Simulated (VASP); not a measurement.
**Si16H6O: single point with PBEsol**

Si16H6O, a slab with vacuum:

```
H Si O
1.0
     7.67918    0.00000    0.00000
     3.83959    6.65036    0.00000
     0.00000    0.00000   18.41877
H Si O
6 16 1
Direct
  0.16667 0.16667 0.05429
  0.66667 0.16667 0.05429
  0.16667 0.66667 0.05429
  0.66667 0.66667 0.05429
  0.58186 0.34649 0.48020
  0.63590 0.49881 0.43243
  0.16667 0.16667 0.13573
  0.66667 0.16667 0.13573
  0.16667 0.66667 0.13573
  0.66667 0.66667 0.13573
  0.84631 0.30368 0.17386
  0.32374 0.32982 0.18503
  0.83830 0.83952 0.17488
  0.32687 0.83540 0.18852
  0.78668 0.29881 0.30090
  0.25252 0.28842 0.30923
  0.81214 0.79313 0.30320
  0.23513 0.81466 0.33013
  0.90318 0.00696 0.37638
  0.47765 0.90673 0.28974
  0.91935 0.47599 0.36499
  0.41957 0.45261 0.33130
  0.53392 0.45268 0.44091
```

| Property | Result |
| --- | --- |
| Program | VASP 6.6.1 |
| Task | single point |
| Functional | PBEsol |
| Potentials or basis | VASP PAW PBE potentials, release 64 (H, Si, O) |
| Cutoff | 520 eV |
| k mesh | 2 × 2 × 1 |
| Occupations | fermi-dirac, width 0.02 eV |
| Spin | no spin polarisation |

| Item | Value |
| --- | --- |
| Largest force | 2.399 eV/Å |
| Band gap on the k mesh | 0.56 eV, direct |

Forces in eV/Å, atoms in the order of the input:
```
H    0.031 -0.085 -0.140
H   -0.357 -0.034 -0.215
H    0.294  0.046 -0.116
H   -0.257  0.034 -0.204
H    0.257  0.821 -1.207
H   -0.397 -0.584  0.322
Si   0.340 -0.901  0.035
Si  -1.235 -0.018 -0.158
Si  -0.003 -0.660  0.763
Si   0.169 -0.786  0.636
Si  -0.359  2.169  0.960
Si   0.890  0.609 -0.402
Si  -0.962 -0.777  0.726
Si   0.619  0.162 -0.834
Si  -0.338  0.444 -0.406
Si  -0.823 -0.809  0.094
Si   1.015 -0.364 -0.200
Si   0.341 -0.021 -0.278
Si  -0.069 -0.517 -0.669
Si  -1.443  1.414  1.020
Si   0.483 -0.012 -0.254
Si   1.968 -0.022  0.086
O   -0.164 -0.109  0.441
```

Levels at points of the mesh, in eV from the valence-band top:
| k point | band 36 | band 37 | band 38 | band 39 | band 40 | band 41 |
| --- | --- | --- | --- | --- | --- | --- |
| (0.00, 0.00, 0.00) | -0.20 | -0.12 | 0.00 | 0.64 | 1.06 | 1.28 |
| (0.50, 0.00, 0.00) | -0.54 | -0.39 | 0.00 | 0.56 | 1.55 | 1.65 |
| (0.50, 0.50, 0.00) | -0.46 | -0.27 | -0.02 | 0.58 | 1.45 | 1.61 |
| (0.00, 0.50, 0.00) | -0.88 | -0.41 | -0.01 | 0.86 | 1.51 | 1.84 |

Wall time 10 min on 1 thread of Intel(R) Xeon(R) Platinum 8375C CPU @ 2.90GHz (Ice Lake), with other jobs on the host, peak memory 0.96 GiB.

Caveat: the k points lie up to 0.47 Å⁻¹ apart; the PAW data sets were made with another functional, which shifts forces and pressure a little.
